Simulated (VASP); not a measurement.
Wanted: the native input for a VASP 6.6.1 run.

* Task: single point
* Functional: PBEsol
* Potentials or basis: VASP PAW PBE potentials, release 64 (Ca_sv, O)
* Cutoff: 520 eV
* k mesh: 10 × 10 × 10
* Occupations: gaussian, width 0.01 eV
* Spin: no spin polarisation
* Dipole correction: no
* Further INCAR settings: ALGO = Normal; EDIFF = 1e-07; NBANDS = 15

The structure of CaO lies in POSCAR:

```
CaO
1.0
    0.0000000000      2.3835762404      2.3835762404
    2.3835762404      0.0000000000      2.3835762404
    2.3835762404      2.3835762404      0.0000000000
Ca O
1 1
Direct
   -0.0020976883     -0.0020976883     -0.0020976883
    0.5000000000      0.5000000000      0.5000000000
```

This cell differs from its parent crystal: atom 1 moved by [-0.01, -0.01, -0.01] A.

These files were run (other wordings do the same):

INCAR

```
PREC = Accurate
ENCUT = 520
EDIFF = 1E-7
ISMEAR = 0
SIGMA = 0.01
LREAL = F
LASPH = T
NELM = 80
ALGO = Normal
ISIF = 2
LWAVE = F
LCHARG = F
GGA = PS
NBANDS = 15
```

KPOINTS

```
regular mesh
0
Gamma
  10 10 10
```

Potentials or basis: VASP PAW PBE potentials, release 64 (Ca_sv, O).

Launch:

```sh
$ cat potpaw_PBE.64/Ca_sv/POTCAR potpaw_PBE.64/O/POTCAR > POTCAR
$ mpirun -np 1 vasp_std > vasp.out
```

It gave:

```json
{
  "Pressure": "0.7 GPa",
  "Largest force": "0.057 eV/Å",
  "Band gap on the k mesh": "3.52 eV (least direct gap 3.90 eV)"
}
```

Caveat: the cell differs from its parent crystal (atom 1 moved by [-0.01, -0.01, -0.01] A); the PAW data sets were made with another functional, which shifts forces and pressure a little.

It took 97 s on 1 thread of Intel Xeon 8259CL, on a shared host, peak memory 0.19 GiB.
